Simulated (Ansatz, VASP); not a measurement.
CdS: VASP beside Ansatz

The input INCAR:

```
PREC = Accurate
ENCUT = 520
EDIFF = 1E-8
ISMEAR = -1
SIGMA = 0.01
LREAL = F
LASPH = T
NELM = 80
ALGO = Normal
ISIF = 2
LWAVE = F
LCHARG = F
GGA = PS
LEFG = T
NBANDS = 26
```

Contents of KPOINTS:

```
Automatic mesh
0
Gamma
  7 7 4
```

POSCAR

```
CdS
1.0
    4.1347992034      0.0000000000      0.0000000000
   -2.0673996017      3.5808411497      0.0000000000
    0.0000000000      0.0000000000      6.7490000000
Cd S
2 2
Direct
    0.3333333333      0.6666666667      0.0000000000
    0.6666666667      0.3333333333      0.5000000000
    0.3333333333      0.6666666667      0.3850000000
    0.6666666667      0.3333333333      0.8850000000
```

Input for Ansatz:

```yaml
crystal:
  lattice:
    - [4.1347992034, 0.0, 0.0]
    - [-2.0673996017, 3.5808411497, 0.0]
    - [0.0, 0.0, 6.749]
  atoms:
    - { symbol: Cd, position: [0.3333333333, 0.6666666667, 0.0] }
    - { symbol: Cd, position: [0.6666666667, 0.3333333333, 0.5] }
    - { symbol: S, position: [0.3333333333, 0.6666666667, 0.385] }
    - { symbol: S, position: [0.6666666667, 0.3333333333, 0.885] }
kpoints:
  mp_grid: { grid: [7, 7, 4] }
  band_path:
    path:
      - [0.0, 0.0, 0.0]
      - [0.5, 0.0, 0.0]
      - [0.3333333333, 0.3333333333, 0.0]
      - [0.0, 0.0, 0.0]
      - [0.0, 0.0, 0.5]
      - [0.5, 0.0, 0.5]
      - [0.3333333333, 0.3333333333, 0.5]
      - [0.0, 0.0, 0.5]
      - [0.5, 0.0, 0.5]
    npoints: 8
scf:
  occupations: { method: fermi_dirac, width: 0.01 }
hamiltonian:
  xc: pbesol
  pseudopotentials: { kind: all_electron, datasets: crystal }
output:
  forces: true
  stress: true
  eigenvalues: true
  efg: { contact_densities: true }
```

Alike in both runs: task electric field gradients; functional PBEsol; k mesh 7 × 7 × 4; occupations fermi-dirac, width 0.01 eV; no spin polarisation.

|  | VASP | Ansatz |
| --- | --- | --- |
| version | VASP 6.6.1 | Ansatz 0.2.0 |
| potentials or method | VASP PAW PBE potentials, release 64 (Cd, S), cutoff 520 eV | all-electron PAW with datasets made for the crystal, scalar-relativistic |

|  | VASP | Ansatz | Ansatz less VASP |
| --- | --- | --- | --- |
| gap on the k mesh at the Fermi level (eV) | 1.09 | 1.09 | -0.003 |
| pressure (GPa) | -0.2 | -0.5 | -0.37 |
| traceless stress, the component that is largest in VASP (GPa) | -1.42 | -1.36 | +0.055 |
| rms of the force components (eV/Å) | 0.147 | 0.142 | -0.0049 |
| size of Vzz on the site where it differs most (V/Å²) | 35.3 | 32.0 | -3.29 |

VASP's potentials were made for PBE, not for PBEsol. Atom by atom the forces differ by 0.005 eV/Å (rms over components). Ansatz ran all-electron here, and VASP with PAW potentials.
